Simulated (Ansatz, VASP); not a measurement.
# Rh: VASP beside Ansatz

```
Rh
1.0
     0.00000    1.86709    2.01071
     1.86709    0.00000    2.01071
     1.86709    1.86709    0.00000
Rh
1
Direct
  0.00000 0.00000 0.00000
```

Change from the starting cell: strain -0.025 along x and y, +0.050 along z, atoms carried along.

Alike in both runs: task single point; functional PBE; k mesh 26 × 26 × 26; occupations gaussian, width 0.15 eV; no spin polarisation.

|  | VASP | Ansatz |
| --- | --- | --- |
| version | VASP 6.6.1 | Ansatz 0.2.0 |
| potentials or method | VASP PAW PBE potentials, release 64 (Rh_pv), cutoff 520 eV | scalar-relativistic, plane waves, PAW |
| valence electrons in the cell | 15 | 17 |

VASP gave:

```
gap on the k mesh at the Fermi level (eV)                     : none
pressure (GPa)                                                : 1.5
traceless stress, the component that is largest in VASP (GPa) : -11.82
```

Task: Which values does Ansatz return?

Result: gap on the k mesh at the Fermi level (eV): none; pressure (GPa): 1.5; traceless stress, the component that is largest in VASP (GPa): -11.86.

A gap of «none» marks a metal or a gap that the smearing closes. The functional is the same, so the differences come from potentials, cutoffs and numerics. VASP's potentials hold 15 valence electrons a cell and Ansatz's 17, so a difference there can come from the potentials and not from the codes.
